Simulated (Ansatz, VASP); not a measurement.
Ta4Ga in VASP and in Ansatz

```
Ta Ga
1.0
    -2.95895    2.95895    2.95895
     2.95895   -2.95895    2.95895
     2.95895    2.95895   -2.95895
Ta Ga
4 1
Direct
  0.00000 0.00000 0.50000
  0.00000 0.50000 0.00000
  0.50000 0.00000 0.00000
  0.50000 0.50000 0.50000
  0.00000 0.00000 0.00000
```

Change from the starting cell: species swapped into the MnGa4 type (Im-3m, No. 229).

Alike in both runs: functional PBE; k mesh 10 × 10 × 10; occupations gaussian, width 0.1 eV; no spin polarisation.

Ansatz relaxed the structure, and its values are those at the end. VASP's run is a single point on that final structure, the one shown.

|  | VASP | Ansatz |
| --- | --- | --- |
| version | VASP 6.6.1 | Ansatz 0.2.0 |
| potentials or method | VASP PAW PBE potentials, release 64 (Ta_pv, Ga_d), cutoff 520 eV | scalar-relativistic, plane waves, PAW |
| valence electrons in the cell | 57 | 65 |

|  | VASP | Ansatz | Ansatz less VASP |
| --- | --- | --- | --- |
| gap on the k mesh at the Fermi level (eV) | none | none | - |
| pressure (GPa) | 0.0 | 0.0 | -0.05 |

A gap of «none» marks a metal or a gap that the smearing closes. VASP's potentials hold 57 valence electrons a cell and Ansatz's 65, so a difference there can come from the potentials and not from the codes.

Spin-orbit coupling is off throughout.
